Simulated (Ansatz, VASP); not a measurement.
One calculation of MnSb4, two programs

```
CELL_PARAMETERS angstrom
3.08050 0.00000 0.00000
0.00000 3.08050 0.00000
0.00000 0.00000 14.99420
ATOMIC_POSITIONS crystal
Sb 0.00000 0.00000 0.81968
Sb 0.00000 0.00000 0.60055
Sb 0.00000 0.00000 0.39945
Sb 0.00000 0.00000 0.18032
Mn 0.00000 0.00000 0.00000
```

Alike in both runs: task single point; functional PBE; k mesh 9 × 9 × 2; occupations fermi-dirac, width 0.05 eV; collinear spin.

```csv
,VASP,Ansatz
version,VASP 6.6.1,Ansatz 0.2.0
potentials or method,"VASP PAW PBE potentials, release 64 (Sb, Mn_pv)",Ansatz PAW
plane-wave cutoff (eV),520,420
valence electrons in the cell,33,75
```

|  | VASP | Ansatz | Ansatz less VASP |
| --- | --- | --- | --- |
| gap on the k mesh at the Fermi level (eV) | none | none | - |
| pressure (GPa) | -0.4 | -0.4 | +0.02 |
| traceless stress, the component that is largest in VASP (GPa) | -0.96 | -0.96 | -0.004 |
| rms of the force components (eV/Å) | 0.016 | 0.017 | +0.0005 |
| net moment per atom (μB) | 0.79 | 0.80 | +0.001 |
| size of the moment on the site where the two differ most (μB) | 3.82 | 3.82 | +0.005 |

Site moments also hang on the region over which each program counts them. Atom by atom the forces differ by 0.004 eV/Å (rms over components). A gap of «none» marks a metal or a gap that the smearing closes. VASP's potentials hold 33 valence electrons a cell and Ansatz's 75, so a difference there can come from the potentials and not from the codes.

Spin-orbit coupling is off throughout.
